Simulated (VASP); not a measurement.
Input of a VASP 6.6.1 run:

File INCAR:

```
SYSTEM = CuOs
  ALGO = Fast
  EDIFF = 1E-6
  ENCUT = 520
  GGA = PE
  ISIF = 2
  ISMEAR = 0
  ISYM = 0
  LASPH = .TRUE.
  LCHARG = .FALSE.
  LREAL = Auto
  LWAVE = .FALSE.
  NBANDS = 90
  NELM = 80
  PREC = Accurate
  SIGMA = 0.1
```

File KPOINTS:

```
k-points
0
G
  3 3 3
  0 0 0
```

POSCAR

```
CuOs
1.0
   -3.7252923491      3.8165772745     -3.7518788996
    3.7257628762      3.8175724123      3.7524035103
    3.7328783353     -3.8171018853     -3.7599894965
Cu Os
8 8
Direct
    0.5035844477      1.0086401892      0.4998421373
    0.7384564167      0.4882767645      0.7500635286
    0.2564185360      0.2482111213      0.5031692934
    0.7435284670      0.9934610199      0.2504730687
    0.5062660420      0.2515000208      0.2537851306
   -0.0018713103      0.7531873076      0.2469268363
    0.7450891622      0.2535683425     -0.0023256837
    0.5093417928      0.5041557020      1.0006998290
    0.2449021681     -0.0050547756      0.7501992245
    0.0119382014      0.2562761098      0.7464632018
    0.5103372970      0.7661904234      0.7547524994
    1.0070109312      0.5090097201      0.5078270481
    0.7482661315      0.7448130616      0.5084494106
    1.0011819261      0.9992663240      0.9926681861
    0.2442588114      0.4942751315      0.2502668988
    0.2366618290      0.7402009978      0.9920706436
```

Potentials or basis: VASP PAW PBE potentials, release 64 (Cu, Os).

The run is started by

```sh
$ cat potpaw_PBE.64/Cu/POTCAR potpaw_PBE.64/Os/POTCAR > POTCAR
$ mpirun -np 1 vasp_std > vasp.out
```

(1) Estimate the band gap on the k mesh.

(2) Predict the pressure.

(3) What does it give for the largest force?

Results:

(1) zero (bands 76 and 77 overlap by 0.28 eV).

(2) 0.1 GPa.

(3) 0.064 eV/Å.

Caveat: the k points lie up to 0.39 Å⁻¹ apart; spin-orbit coupling is left out, which moves the levels of the heavy elements.
